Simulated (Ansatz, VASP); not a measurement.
# Al6Co5Ni in VASP and in Ansatz

File INCAR:

```
SYSTEM = Al6Co5Ni
ALGO = Normal ; EDIFF = 1E-6
ENCUT = 520 ; GGA = PE
ISIF = 2 ; ISMEAR = 0
ISPIN = 2 ; LASPH = .True.
LCHARG = .True. ; LELF = .True.
LMAXMIX = 4 ; LORBIT = 11
LREAL = .False. ; LVHAR = .True.
LWAVE = .False. ; MAGMOM = 0 0 0 0 0 0 0 0 0.27 0.27 0.27 0.12
NBANDS = 52 ; NELM = 150
PREC = Accurate ; SIGMA = 0.1
```

Contents of KPOINTS:

```
k-points
0
Gamma
  4 4 2
  0 0 0
```

POSCAR

```
Al6Co5Ni
1.0
    4.0334927000      0.0000000000      0.0000000000
    0.0000000000      4.0334927000      0.0000000000
    0.0000000000      0.0000000000      8.6330654000
Al Co Ni
6 5 1
Direct
    0.0000000000      0.5000000000      0.8316810000
    0.0000000000      0.5000000000      0.1683190000
    0.0000000000      0.5000000000      0.5000000000
    0.5000000000      0.0000000000      0.8316810000
    0.5000000000      0.0000000000      0.1683190000
    0.5000000000      0.0000000000      0.5000000000
    0.0000000000      0.0000000000      0.6660790000
    0.0000000000      0.0000000000      0.3339210000
    0.5000000000      0.5000000000      0.6671120000
    0.5000000000      0.5000000000      0.0000000000
    0.5000000000      0.5000000000      0.3328880000
    0.0000000000      0.0000000000      0.0000000000
```

Input for Ansatz:

```yaml
crystal:
  lattice:
    - [4.0334927, 0.0, 0.0]
    - [0.0, 4.0334927, 0.0]
    - [0.0, 0.0, 8.6330654]
  atoms:
    - { symbol: Al, position: [0.0, 0.5, 0.831681] }
    - { symbol: Al, position: [0.0, 0.5, 0.168319] }
    - { symbol: Al, position: [0.0, 0.5, 0.5] }
    - { symbol: Al, position: [0.5, 0.0, 0.831681] }
    - { symbol: Al, position: [0.5, 0.0, 0.168319] }
    - { symbol: Al, position: [0.5, 0.0, 0.5] }
    - { symbol: Co, position: [0.0, 0.0, 0.666079] }
    - { symbol: Co, position: [0.0, 0.0, 0.333921] }
    - { symbol: Ni, position: [0.0, 0.0, 0.0], spin: 0.12 }
    - { symbol: Co, position: [0.5, 0.5, 0.667112], spin: 0.27 }
    - { symbol: Co, position: [0.5, 0.5, 0.0], spin: 0.27 }
    - { symbol: Co, position: [0.5, 0.5, 0.332888], spin: 0.27 }
basis:
  ecutwfc: 420
kpoints:
  mp_grid: { grid: [4, 4, 2] }
hamiltonian:
  xc: pbe
scf:
  occupations: { method: gaussian, width: 0.1 }
  lower_state_search: "off"
output:
  forces: true
  stress: true
  eigenvalues: true
  populations: true
magnetization:
  spin_polarized: true
```

Alike in both runs: task single point; functional PBE; k mesh 4 × 4 × 2; occupations gaussian, width 0.1 eV; collinear spin.

|  | VASP | Ansatz |
| --- | --- | --- |
| version | VASP 6.6.1 | Ansatz 0.2.0 |
| potentials or method | VASP PAW PBE potentials, release 64 (Al, Co, Ni), cutoff 520 eV | scalar-relativistic, plane waves, PAW |
| valence electrons in the cell | 73 | 121 |

```tsv
	VASP	Ansatz	Ansatz less VASP
gap on the k mesh at the Fermi level (eV)	none	none	-
pressure (GPa)	0.1	0.1	+0.06
rms of the force components (eV/Å)	0.010	0.011	+0.0001
net moment per atom (μB)	0.07	0.07	+0.001
size of the moment on the site where the two differ most (μB)	0.30	0.31	+0.015
```

Site moments also hang on the region over which each program counts them. A gap of «none» marks a metal or a gap that the smearing closes. VASP's potentials hold 73 valence electrons a cell and Ansatz's 121, so a difference there can come from the potentials and not from the codes.

The k mesh is coarse, so the values compare programs but aren't converged.
